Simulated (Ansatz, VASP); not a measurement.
**Two plane-wave programs on Mg5CdSe6**

```
Mg Cd Se
1.0
     3.92367    0.00000    0.00000
    -1.96183    3.39799    0.00000
     0.00000    0.00000   19.23842
Mg Cd Se
5 1 6
Direct
  0.33333 0.66667 0.82932
  0.66667 0.33333 0.66465
  0.00000 0.00000 0.50000
  0.33333 0.66667 0.33535
  0.66667 0.33333 0.17068
  0.00000 0.00000 0.00000
  0.00000 0.00000 0.74691
  0.33333 0.66667 0.58231
  0.66667 0.33333 0.41769
  0.00000 0.00000 0.25309
  0.33333 0.66667 0.08906
  0.66667 0.33333 0.91094
```

Alike in both runs: task single point; functional PBE; k mesh 6 × 6 × 1; occupations gaussian, width 0.1 eV; no spin polarisation.

|  | VASP | Ansatz |
| --- | --- | --- |
| version | VASP 6.6.1 | Ansatz 0.2.0 |
| potentials or method | VASP PAW PBE potentials, release 64 (Mg, Cd, Se), cutoff 520 eV | scalar-relativistic, plane waves, PAW |
| valence electrons in the cell | 58 | 166 |

Ansatz gave:

| Property | Result |
| --- | --- |
| gap on the k mesh at the Fermi level (eV) | 1.11 |
| least direct gap on the mesh (eV) | 1.53 |
| pressure (GPa) | 0.0 |
| rms of the force components (eV/Å) | 0.001 |

Estimate VASP's values.

gap on the k mesh at the Fermi level (eV): 1.09; least direct gap on the mesh (eV): 1.52; pressure (GPa): 0.0; rms of the force components (eV/Å): 0.010.

Atom by atom the forces differ by 0.010 eV/Å (rms over components). VASP's potentials hold 58 valence electrons a cell and Ansatz's 166, so a difference there can come from the potentials and not from the codes.
